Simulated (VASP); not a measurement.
# Ga2GeO (P-6m2) in VASP: a series of runs

Ga2GeO is run at these levels: PBE; tasks: single point.

All numbers are computed with VASP 6.6.1; they aren't measurements. Logs are shortened: lines on timing, memory, paths and dates and some standing lists are left out, and cuts for length are marked.

## 1. The cell of the first run

The structure is hexagonal, space group P-6m2 (No. 187). Conventional cell: a = 3.569 Å, b = 3.569 Å, c = 4.804 Å, α = 90.00°, β = 90.00°, γ = 120.00°. Ga (site symmetry 3m) has 3 O at 2.38 Å and 3 Ge at 2.39 Å and 2 Ga at 2.40 to 2.41 Å within 3.1 Å. Within 3.2 Å of Ge (site symmetry -6m2) lie 6 Ga at 2.39 Å and 6 O at 3.16 Å. Within 3.1 Å of O (site symmetry -6m2) lie 6 Ga at 2.38 Å.

## 2. Single point, PBE

INCAR

```
SYSTEM = Ga2GeO
PREC     = Accurate       ! precision mode
ENCUT    = 520            ! plane-wave cutoff, eV
EDIFF    = 1E-6           ! SCF threshold, eV
ISMEAR   = 0              ! smearing method
SIGMA    = 0.1            ! smearing width, eV
LREAL    = .False.        ! projectors in reciprocal space
LASPH    = .True.         ! aspherical terms in the spheres
NELM     = 80             ! most SCF steps
ALGO     = Normal         ! electronic algorithm
ISIF     = 2              ! what is computed and relaxed
LWAVE    = .False.        ! write WAVECAR
LCHARG   = .True.         ! write CHGCAR
GGA      = PE             ! functional
LELF     = .True.         ! ELF
LVHAR    = .True.       
NBANDS   = 31             ! bands
```

KPOINTS

```
Automatic mesh
0
Gamma
  6 6 4
  0 0 0
```

POSCAR

```
Ga2GeO
1.0
    3.5686943900      0.0000000000      0.0000000000
   -1.7843472000      3.0905800000      0.0000000000
    0.0000000000      0.0000000000      4.8036610000
Ga Ge O
2 1 1
Direct
    0.0000000000      0.0000000000      0.7504820200
    0.0000000000      0.0000000000      0.2495179800
    0.6666666700      0.3333333300      0.5000000000
    0.3333333300      0.6666666700      0.0000000000
```

Potentials or basis: VASP PAW PBE potentials, release 64 (Ga_d, Ge_d, O).

On the command line:

```sh
$ cat potpaw_PBE.64/Ga_d/POTCAR potpaw_PBE.64/Ge_d/POTCAR potpaw_PBE.64/O/POTCAR > POTCAR
$ mpirun -np 1 vasp_std > vasp.out
```

OUTCAR:

```text
SYSTEM = Ga2GeO
   PREC = Accurate
   ENCUT = 520
   EDIFF = 1E-6
   ISMEAR = 0
   LREAL = .False.
   LASPH = .True.
   NELM = 80
   ISIF = 2
   GGA = PE

 ion  position               nearest neighbor table
   1  0.000  0.000  0.750-   4 2.38   4 2.38   4 2.38   3 2.39   3 2.39   3 2.39   2 2.40   2 2.41

   2  0.000  0.000  0.250-   4 2.38   4 2.38   4 2.38   3 2.39   3 2.39   3 2.39   1 2.40   1 2.41

   3  0.667  0.333  0.500-   1 2.39   2 2.39   1 2.39   2 2.39   1 2.39   2 2.39
   4  0.333  0.667  0.000-   1 2.38   2 2.38   1 2.38   2 2.38   1 2.38   2 2.38

  LATTYP: Found a hexagonal cell.
 ALAT       =     3.5686943900
 C/A-ratio  =     1.3460555808

  Lattice vectors:

 A1 = (   3.5686943900,   0.0000000000,   0.0000000000)
 A2 = (  -1.7843472000,   3.0905800000,   0.0000000000)
 A3 = (   0.0000000000,   0.0000000000,   4.8036610000)

Analysis of symmetry for initial positions (statically):
=====================================================================
 Subroutine PRICEL returns:
 Original cell was already a primitive cell.

 Routine SETGRP: Setting up the symmetry group for a
 hexagonal supercell.

 Subroutine GETGRP returns: Found 12 space group operations
 (whereof 12 operations were pure point group operations)
 out of a pool of 24 trial point group operations.

The static configuration has the point symmetry D_3h.

Analysis of symmetry for dynamics (positions and initial velocities):
=====================================================================
 Subroutine PRICEL returns:
 Original cell was already a primitive cell.

 Routine SETGRP: Setting up the symmetry group for a
 hexagonal supercell.

 Subroutine GETGRP returns: Found 12 space group operations
 (whereof 12 operations were pure point group operations)
 out of a pool of 24 trial point group operations.

The dynamic configuration has the point symmetry D_3h.

 Subroutine INISYM returns: Found 12 space group operations
 (whereof 12 operations are pure point group operations),
 and found     1 'primitive' translations

----------------------------------------------------------------------------------------

                                     Primitive cell

  volume of cell :      52.9812

  direct lattice vectors                    reciprocal lattice vectors
     3.568694390  0.000000000  0.000000000     0.280214524  0.161781931  0.000000000
    -1.784347200  3.090580000  0.000000000     0.000000000  0.323563862  0.000000000
     0.000000000  0.000000000  4.803661000     0.000000000  0.000000000  0.208174557

  length of vectors
     3.568694390  3.568694392  4.803661000     0.323563862  0.323563862  0.208174557

  position of ions in fractional coordinates (direct lattice)
     0.000000000  0.000000000  0.750482020
     0.000000000  0.000000000  0.249517980
     0.666666670  0.333333330  0.500000000
     0.333333330  0.666666670  0.000000000

  ion indices of the primitive-cell ions
   primitive index   ion index
                 1           1
                 2           2
                 3           3
                 4           4

----------------------------------------------------------------------------------------

 KPOINTS: Automatic mesh

Automatic generation of k-mesh.
 Grid dimensions read from file:
 generate k-points for:    6    6    4

 Generating k-lattice:

  Cartesian coordinates                     Fractional coordinates (reciprocal lattice)
     0.046702421  0.026963655  0.000000000     0.166666667  0.000000000  0.000000000
     0.000000000  0.053927310  0.000000000     0.000000000  0.166666667  0.000000000
     0.000000000  0.000000000  0.052043639     0.000000000  0.000000000  0.250000000

  Length of vectors
     0.053927310  0.053927310  0.052043639

  Shift w.r.t. Gamma in fractional coordinates (k-lattice)
     0.000000000  0.000000000  0.000000000

 Subroutine IBZKPT returns following result:
 ===========================================

 Found     21 irreducible k-points:

 Following reciprocal coordinates:
            Coordinates               Weight
  0.000000  0.000000  0.000000      1.000000
  0.166667  0.000000  0.000000      6.000000
  0.333333  0.000000  0.000000      6.000000
  0.500000  0.000000  0.000000      3.000000
  0.166667  0.166667  0.000000      6.000000
  0.333333  0.166667  0.000000     12.000000
[... 13 lines left out ...]
  0.333333  0.166667  0.500000     12.000000
  0.333333  0.333333  0.500000      2.000000
   k-points           NKPTS =     21   k-points in BZ     NKDIM =     21   number of bands    NBANDS=     31
   number of dos      NEDOS =    301   number of ions     NIONS =      4
   total plane-waves  NPLWV =  28224
   dimension x,y,z NGX =    28 NGY =   28 NGZ =   36
   dimension x,y,z NGXF=    56 NGYF=   56 NGZF=   72
   ions per type =               2   1   1
   NGX,Y,Z   is equivalent  to a cutoff of  13.04, 13.04, 12.46 a.u.
   NGXF,Y,Z  is equivalent  to a cutoff of  26.09, 26.09, 24.92 a.u.
 SYSTEM =  Ga2GeO
   PREC   = accura    normal or accurate (medium, high low for compatibility)
   ISTART =      0    job   : 0-new  1-cont  2-samecut
   ICHARG =      2    charge: 1-file 2-atom 10-const
   ISPIN  =      1    spin polarized calculation?
   LNONCOLLINEAR =      F non collinear calculations
   LSORBIT =      F    spin-orbit coupling
   LASPH  =      T    aspherical Exc in radial PAW
   ENCUT  =  520.0 eV  38.22 Ry    6.18 a.u.   6.64  6.64  8.93*2*pi/ulx,y,z
   NELM   =     80;   NELMIN=  2; NELMDL= -5     # of ELM steps
   EDIFF  = 0.1E-05   stopping-criterion for ELM
   LREAL  =      F    real-space projection
   EDIFFG = 0.1E-04   stopping-criterion for IOM
   NSW    =      0    number of steps for IOM
   IBRION =     -1    ionic relax: 0-MD 1-quasi-New 2-CG
   NFREE  =      0    steps in history (QN), initial steepest desc. (CG)
   ISIF   =      2    stress and relaxation
   ISYM   =      2    0-nonsym 1-usesym 2-fastsym
   POTIM  = 0.5000    time-step for ionic-motion
   TEBEG  =    0.0;   TEEND  =   0.0 temperature during run
   PSTRESS=    0.0 pullay stress
   NELECT =      46.0000    total number of electrons
   NUPDOWN=      -1.0000    fix difference up-down
   EMIN   =  10.00;   EMAX   =-10.00  energy-range for DOS
   EFERMI =   0.00;   METHOD = LEGACY
   ISMEAR =     0;   SIGMA  =   0.10  broadening in eV -4-tet -1-fermi 0-gaus
   EFERMI_NEDOS =   21; number of points for ismear=-14 and -15
   IALGO  =     38    algorithm
   IMIX   =      4    mixing-type and parameters
     AMIX     =   0.40;   BMIX     =  1.00
     AMIX_MAG =   1.60;   BMIX_MAG =  1.00
  volume/ion in A,a.u.               =      13.25        89.38
  Fermi-wavevector in a.u.,A,eV,Ry     =   1.561781  2.951339 33.186796  2.439161
  Thomas-Fermi vector in A             =   2.664796
   LORBIT       =      0    0 simple, 1 ext, 2 COOP (PROOUT), +10 PAW based schemes
   GGA     = PE    functional components
   LHFCALC =     F    Hartree Fock is set to
   AEXX    =    0.0000 exact exchange contribution
   IVDW    =     0    specifies the selected vdW correction
   LEPSILON=     F    determine dielectric tensor
   LRPA    =     F    only Hartree local field effects (RPA)
 non-spin polarized calculation
 Gauss-broadening in eV      SIGMA  =   0.10
  energy-cutoff  :      520.00
  volume of cell :       52.98
 maximum number of plane-waves:      1452
 NGX is ok and might be reduce to    28
   NGX = 13   NGY = 13   NGZ = 17

 number of electron      45.9999987 magnetization

 Free energy of the ion-electron system (eV)
  ---------------------------------------------------
  ext. energy  EPLUGINS =         0.00000000
  ---------------------------------------------------
  free energy    TOTEN  =       -13.81851880 eV

  energy without entropy =      -13.80105426  energy(sigma->0) =      -13.80978653

 E-fermi :   7.4395     XC(G=0): -11.9987

 val. band max:        7.4341351279   @ k =   0.1667   0.0000   0.5000
 cond. band min:       7.4633256615   @ k =   0.3333   0.0000   0.2500
 fundamental gap:      0.0291905336
 Fermi energy:         7.4395357141

 k-point     1 :       0.0000    0.0000    0.0000
  band No.  band energies     occupation
      1     -17.0536      2.00000
      2     -17.0536      2.00000
      3     -17.0419      2.00000
      4     -17.0419      2.00000
      5     -17.0211      2.00000
      6     -11.2579      2.00000
[... 23 lines left out ...]
     30      16.6649      0.00000
     31      17.1436      0.00000

 k-point     2 :       0.1667    0.0000    0.0000
  band No.  band energies     occupation
      1     -17.0544      2.00000
      2     -17.0468      2.00000
      3     -17.0443      2.00000
      4     -17.0421      2.00000
      5     -17.0167      2.00000
      6     -11.1578      2.00000
[... 23 lines left out ...]
     30      15.3098      0.00000
     31      17.8984      0.00000

 k-point     3 :       0.3333    0.0000    0.0000
  band No.  band energies     occupation
      1     -17.0570      2.00000
      2     -17.0489      2.00000
      3     -17.0425      2.00000
      4     -17.0332      2.00000
      5     -17.0071      2.00000
      6     -10.9658      2.00000
[... 23 lines left out ...]
     30      17.8598      0.00000
     31      18.2577      0.00000

 k-point     4 :       0.5000    0.0000    0.0000
  band No.  band energies     occupation
      1     -17.0586      2.00000
      2     -17.0512      2.00000
      3     -17.0427      2.00000
      4     -17.0264      2.00000
      5     -17.0021      2.00000
      6     -10.8764      2.00000
[... 533 lines left out ...]
     30      17.6304      0.00000
     31      18.8602      0.00000

 k-point    20 :       0.3333    0.1667    0.5000
  band No.  band energies     occupation
      1     -17.0521      2.00000
      2     -17.0508      2.00000
      3     -17.0444      2.00000
      4     -17.0314      2.00000
      5     -17.0023      2.00000
      6     -10.8599      2.00000
[... 23 lines left out ...]
     30      17.4230      0.00000
     31      18.0561      0.00000

 k-point    21 :       0.3333    0.3333    0.5000
  band No.  band energies     occupation
      1     -17.0484      2.00000
      2     -17.0479      2.00000
      3     -17.0435      2.00000
      4     -17.0354      2.00000
      5     -17.0019      2.00000
      6     -10.8280      2.00000
[... 23 lines left out ...]
     30      17.4501      0.00000
     31      17.8287      0.00000

------------------------ aborting loop because EDIFF is reached ----------------------------------------

  FORCE on cell =-STRESS in cart. coord.  units (eV):
  Direction    XX          YY          ZZ          XY          YZ          ZX
  --------------------------------------------------------------------------------------
  -------------------------------------------------------------------------------------
  Total        7.0979564      7.0979564     16.1124045     -0.0000000      0.0000000     -0.0000000
  in kB      214.6457085    214.6457085    487.2470751     -0.0000003      0.0000000     -0.0000000
  external PRESSURE =     305.5128307 kB  Pullay stress =       0.0000000 kB

 VOLUME and BASIS-vectors are now :
 -----------------------------------------------------------------------------
  energy-cutoff  :      520.00
  volume of cell :       52.98
      direct lattice vectors                 reciprocal lattice vectors
     3.568694390  0.000000000  0.000000000     0.280214524  0.161781931  0.000000000
    -1.784347200  3.090580000  0.000000000     0.000000000  0.323563862  0.000000000
     0.000000000  0.000000000  4.803661000     0.000000000  0.000000000  0.208174557

 POSITION                                       TOTAL-FORCE (eV/Angst)
 -----------------------------------------------------------------------------------
      0.00000      0.00000      3.60506         0.000000     -0.000000      1.652341
      0.00000      0.00000      1.19860         0.000000     -0.000000     -1.652341
      1.78435      1.03019      2.40183        -0.000000      0.000000      0.000000
     -0.00000      2.06039      0.00000         0.000000     -0.000000      0.000000
 -----------------------------------------------------------------------------------
    total drift:                                0.000013     -0.000008      0.000000

  FREE ENERGIE OF THE ION-ELECTRON SYSTEM (eV)
  ---------------------------------------------------
  free  energy   TOTEN  =       -13.8185187992 eV

  energy  without entropy=      -13.8010542575  energy(sigma->0) =      -13.80978653
```

It took 19 s on 1 thread of Intel Xeon 6975P-C (Granite Rapids), shared host; peak memory 0.18 GiB.

Results:

```
Free energy            : -13.8185 eV
Pressure               : 30.6 GPa
Largest force          : 1.652 eV/Å
Band gap on the k mesh : zero (band 23 reaches 8.35 eV, above the bottom of band 24 at 6.41 eV)
```

Forces in eV/Å, atoms in the order of the input:
```
Ga   0.000  0.000  1.652
Ga   0.000  0.000 -1.652
Ge   0.000  0.000  0.000
O    0.000  0.000  0.000
```

Stress tensor (GPa, compression positive):
```
21.46  0.00  0.00
 0.00 21.46  0.00
 0.00  0.00 48.72
```

Caveat: forces of over 1 eV/Å act on the atoms, so gaps and moduli don't describe the material at rest.

## 3. Single point, PBE

This run uses another cell than the first one, of 15.57 Å³/atom, 1.176 times its volume.

INCAR

```
SYSTEM = Ga2GeO
  ALGO = Normal
  EDIFF = 1E-7
  ENCUT = 520
  GGA = PE
  ISIF = 2
  ISMEAR = 0
  LASPH = .True.
  LCHARG = .False.
  LREAL = .False.
  LWAVE = .False.
  NBANDS = 31
  NELM = 80
  PREC = Accurate
  SIGMA = 0.1
```

KPOINTS

```
k-points
0
Gamma
  6 6 4
  0 0 0
```

POSCAR

```
Ga2GeO
1.0
    3.2435211765      0.0000000026      0.0000000000
   -1.6217605905      2.8089717353      0.0000000000
    0.0000000000      0.0000000000      6.8368745581
Ga Ge O
2 1 1
Direct
    0.0000000000      0.0000000000      0.7944338069
    0.0000000000      0.0000000000      0.2055661931
    0.6666666667      0.3333333333      0.5000000000
    0.3333333333      0.6666666667      0.0000000000
```

Potentials or basis: VASP PAW PBE potentials, release 64 (Ga_d, Ge_d, O).

On the command line:

```sh
$ cat potpaw_PBE.64/Ga_d/POTCAR potpaw_PBE.64/Ge_d/POTCAR potpaw_PBE.64/O/POTCAR > POTCAR
$ mpirun -np 1 vasp_std > vasp.out
```

Wall time 18 s (1 thread of Intel Xeon 6975P-C (Granite Rapids), shared host); peak memory 0.19 GiB.

The run converged. Its results:

```
Free energy            : -16.4486 eV
Pressure               : 0.3 GPa
Largest force          : 0.014 eV/Å
Band gap on the k mesh : zero (band 23 reaches 9.75 eV, above the bottom of band 24 at 3.99 eV)
```

Forces in eV/Å, atoms in the order of the input:
```
Ga   0.000  0.000 -0.014
Ga   0.000  0.000  0.014
Ge   0.000  0.000  0.000
O    0.000  0.000  0.000
```

Stress tensor (GPa, compression positive):
```
0.18 0.00 0.00
0.00 0.18 0.00
0.00 0.00 0.54
```

Levels at points of the mesh, in eV from the Fermi level:
| k point | band 19 | band 20 | band 21 | band 22 | band 23 | band 24 | band 25 | band 26 | band 27 | band 28 |
| --- | --- | --- | --- | --- | --- | --- | --- | --- | --- | --- |
| (0.00, 0.00, 0.00) | -3.98 | -3.41 | -3.24 | -3.24 | 3.74 | 4.42 | 4.86 | 4.86 | 8.04 | 8.04 |
| (0.50, 0.00, 0.00) | -5.43 | -5.31 | -3.98 | -3.92 | -0.18 | 0.82 | 2.06 | 2.26 | 4.93 | 5.42 |
| (0.00, 0.00, 0.50) | -6.45 | -3.24 | -3.24 | -0.63 | 0.44 | 4.95 | 4.95 | 7.68 | 7.68 | 8.48 |
| (0.50, 0.00, 0.50) | -6.35 | -3.91 | -3.90 | -2.30 | -2.11 | 0.04 | 1.84 | 3.69 | 3.96 | 5.79 |

Caveat: the k points lie up to 0.37 Å⁻¹ apart.
